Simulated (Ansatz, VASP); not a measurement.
**Be in VASP and in Ansatz**

```
Be
1.0
     2.29950    0.00000    0.00000
    -1.14975    2.09100    0.00000
     0.00000    0.00000    3.60090
Be
2
Direct
  0.33333 0.66667 0.25000
  0.66667 0.33333 0.75000
```

Change from the starting cell: strain +0.0500 x Voigt [0, 1, 0, 0, 0, 0], atoms carried along.

Alike in both runs: task single point; functional PBEsol; k mesh 24 × 24 × 14; occupations gaussian, width 0.15 eV; no spin polarisation.

```csv
,VASP,Ansatz
version,VASP 6.6.1,Ansatz 0.2.0
potentials or method,"VASP PAW PBE potentials, release 64 (Be), cutoff 520 eV","scalar-relativistic, plane waves, PAW"
valence electrons in the cell,4,4
```

```csv
,VASP,Ansatz,Ansatz less VASP
gap on the k mesh at the Fermi level (eV),none,none,-
pressure (GPa),-9.7,-10.0,-0.29
"traceless stress, the component that is largest in VASP (GPa)",-8.20,-8.15,+0.047
rms of the force components (eV/Å),0.046,0.046,-0.0006
```

VASP's potentials were made for PBE, not for PBEsol. Atom by atom the forces differ by 0.001 eV/Å (rms over components). A gap of «none» marks a metal or a gap that the smearing closes.
